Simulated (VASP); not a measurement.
BN: single point with PBE

Crystal: BN.

```
B N
1.0
     0.00000   -1.81239   -1.81239
    -1.81239    0.00000   -1.81239
     1.81239    1.81239   -3.62479
B N
2 2
Direct
  0.01302 0.00259 0.00000
  0.48698 0.49741 0.50000
  0.38833 0.37765 0.87500
  0.86167 0.87235 0.37500
```

This cell differs from its parent crystal: mode 4 frozen in at -0.017 Å and mode 5 at -0.034 Å (largest displacements).

```
Program             : VASP 6.6.1
Task                : single point
Functional          : PBE
Potentials or basis : VASP PAW PBE potentials, release 64 (B, N)
Cutoff              : 520 eV
k mesh              : 6 × 6 × 6
Occupations         : gaussian, width 0.05 eV
Spin                : no spin polarisation
```

- Pressure: 0.2 GPa
- Largest force: 0.457 eV/Å
- Band gap on the k mesh: 4.42 eV

Forces in eV/Å, atoms in the order of the input:
```
B    0.044  0.217  0.263
B   -0.042 -0.219 -0.259
N    0.057  0.291  0.345
N   -0.059 -0.289 -0.350
```

Stress tensor (GPa, compression positive):
```
 0.50  0.01 -0.04
 0.01  0.12 -0.11
-0.04 -0.11 -0.06
```

Levels at points of the mesh, in eV from the valence-band top:
```tsv
k point	band 6	band 7	band 8	band 9	band 10	band 11
(0.00, 0.00, 0.00)	-0.04	-0.02	0.00	8.71	8.75	8.77
(0.50, 0.00, 0.00)	-5.02	-3.64	-3.63	7.43	7.54	12.60
(0.00, 0.50, 0.00)	-5.12	-3.63	-3.63	7.48	7.50	12.82
(0.50, 0.50, 0.50)	-4.99	-3.65	-3.63	7.41	7.55	12.55
(0.50, 0.50, 0.00)	-4.87	-1.95	-1.93	4.42	9.12	10.00
(0.00, 0.50, 0.50)	-4.87	-1.97	-1.92	4.43	9.19	9.99
(0.50, 0.00, 0.50)	-4.87	-1.95	-1.93	4.43	9.14	10.00
(0.00, 0.00, 0.50)	-1.21	-1.06	-1.06	9.40	9.43	10.10
```

Wall time 19 s on 1 thread of Intel(R) Xeon(R) 6975P-C (Granite Rapids), with other jobs on the host, peak memory 0.15 GiB.

Caveat: the k points lie up to 0.48 Å⁻¹ apart; the cell differs from its parent crystal (mode 4 frozen in at -0.017 Å and mode 5 at -0.034 Å (largest displacements)). A k mesh can miss the band edges.
